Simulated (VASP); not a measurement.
Crystal: Sc.

```
Sc
1.0
     3.30900    0.00000    0.00000
    -1.65450    2.86568    0.00000
     0.00000    0.00000    5.27330
Sc
2
Direct
  0.66667 0.33333 0.75000
  0.33333 0.66667 0.25000
```

Base run:

```yaml
Program: VASP 6.6.1
Functional: RPBE
Potentials_or_basis: VASP PAW PBE potentials, release 64 (Sc_sv)
Cutoff: 500 eV
k_mesh: 9 × 9 × 5
Occupations: methfessel-paxton, width 0.1 eV
Spin: no spin polarisation
```

Its results: band gap on the k mesh zero (bands 11 and 12 overlap by 1.11 eV); pressure 1.3 GPa.

**Question.** The run is repeated on the same cell with these changes: functional from RPBE to BLYP; occupations from methfessel-paxton, width 0.1 eV to fermi-dirac, width 0.05 eV. What comes out?

**Answer.** Band gap on the k mesh zero (bands 11 and 12 overlap by 1.12 eV); pressure 0.0 GPa.

Caveats: the PAW data sets were made with another functional, which shifts forces and pressure a little.
